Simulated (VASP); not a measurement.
A run of VASP 6.6.1 is set up as follows.

File INCAR:

```
SYSTEM = Mn
PREC = Accurate
ENCUT = 520
EDIFF = 1E-6
ISMEAR = -1
SIGMA = 0.1
LREAL = .FALSE.
LASPH = .TRUE.
NELM = 100
ALGO = Normal
ISIF = 2
LWAVE = .FALSE.
LCHARG = .FALSE.
GGA = PS
NBANDS = 26
```

The input KPOINTS:

```
regular mesh
0
G
  11 11 15
  0 0 0
```

POSCAR

```
Mn
1.0
    3.9078028536      0.0000000000      0.0000000000
   -1.9539014268      3.3842565443      0.0000000000
    0.0000000000      0.0000000000      2.4528542549
Mn
3
Direct
    0.0000000000      1.0000000000      0.0000000000
    0.3333333333      0.6666666667      0.5000000000
    0.6666666667      0.3333333333      0.5000000000
```

Potentials or basis: VASP PAW PBE potentials, release 64 (Mn_pv).

Launch:

```console
$ cat potpaw_PBE.64/Mn_pv/POTCAR > POTCAR
$ mpirun -np 1 vasp_std > vasp.out
```

Task: What does it give for the band gap on the k mesh?

Result: Zero (an odd number of electrons rules out a gap without spin polarisation).

Task: Predict the pressure.

Result: -10.8 GPa.

Stress tensor (GPa, compression positive):
```
-11.11   0.00   0.00
  0.00 -11.11   0.00
  0.00   0.00 -10.28
```

Caveat: the cell stands under tension; the PAW data sets were made with another functional, which shifts forces and pressure a little; the run has no spin polarisation, though such a crystal can be magnetic. Spin polarisation is off, so any magnetic state and its effect on volume and gap are missing.
